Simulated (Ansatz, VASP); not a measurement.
**Co: VASP beside Ansatz**

```
CELL_PARAMETERS angstrom
2.42087 0.00000 0.00000
-1.21043 2.09653 0.00000
0.00000 0.00000 3.92945
ATOMIC_POSITIONS crystal
Co 0.33333 0.66667 0.25000
Co 0.66667 0.33333 0.75000
```

Alike in both runs: task single point; functional PBE; k mesh 13 × 13 × 7; occupations fermi-dirac, width 0.1 eV; collinear spin.

|  | VASP | Ansatz |
| --- | --- | --- |
| version | VASP 6.6.1 | Ansatz 0.2.0 |
| potentials or method | VASP PAW PBE potentials, release 64 (Co), cutoff 520 eV | plane waves, PAW |
| valence electrons in the cell | 18 | 34 |

```tsv
	VASP	Ansatz	Ansatz less VASP
pressure (GPa)	21.2	22.5	+1.31
traceless stress, the component that is largest in VASP (GPa)	-1.23	-1.16	+0.063
net moment per atom (μB)	1.54	1.54	+0.005
size of the moment on the site where the two differ most (μB)	1.54	1.61	+0.068
```

Site moments also hang on the region over which each program counts them. VASP's potentials hold 18 valence electrons a cell and Ansatz's 34, so a difference there can come from the potentials and not from the codes. Ansatz's warnings: given moment on shells, stress scf threshold loose.
